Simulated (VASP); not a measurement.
CoO:

```
Co O
1.0
     1.50547    0.86918    2.43993
    -1.50547    0.86918    2.43993
     0.00000   -1.73837    2.43993
Co O
1 1
Direct
  0.00000 0.00000 0.00000
  0.50000 0.50000 0.50000
```

Base run:

```yaml
Program: VASP 6.6.1
Functional: PBE
Potentials_or_basis: VASP PAW PBE potentials, release 64 (Co, O)
Cutoff: 520 eV
k_mesh: 18 × 18 × 18
Occupations: gaussian, width 0.1 eV
Spin: collinear spin, ferromagnetic start
Starting_moments: "[3.2, 0.75] μB"
Fixed_moment: 4 μB
```

Its results: pressure 24.2 GPa; site moments Co +3.08; O +0.65 μB.

The run is repeated on the same cell with these changes: fixed moment from 4 μB to 3 μB; moments at the start from [3.2, 0.75] to [2.79, 0.38]. What comes out?

Pressure 0.4 GPa; site moments Co +2.62; O +0.33 μB.

Caveats: the total moment is fixed, so each spin has its own Fermi level; a cell with one magnetic atom can't hold antiferromagnetic order, which such compounds often take.
